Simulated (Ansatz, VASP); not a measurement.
One calculation of I, two programs

```
CELL_PARAMETERS angstrom
0.00000 3.32199 3.32199
3.32199 0.00000 3.32199
3.32199 3.32199 0.00000
ATOMIC_POSITIONS crystal
I 0.87500 0.87500 0.87500
I 0.12500 0.12500 0.12500
```

Change from the starting cell: volume scaled by 0.6, LAPW.

Alike in both runs: task single point; functional PBE; k mesh 10 × 10 × 10; occupations fermi-dirac, width 0.1 eV; no spin polarisation.

```csv
,VASP,Ansatz
version,VASP 6.6.1,Ansatz 0.2.0
potentials or method,"VASP PAW PBE potentials, release 64 (I), cutoff 520 eV","all-electron LAPW, scalar-relativistic"
```

```csv
,VASP,Ansatz,Ansatz less VASP
pressure (GPa),18.1,18.2,+0.07
```

Ansatz ran all-electron here, and VASP with PAW potentials.

Spin-orbit coupling is off throughout.
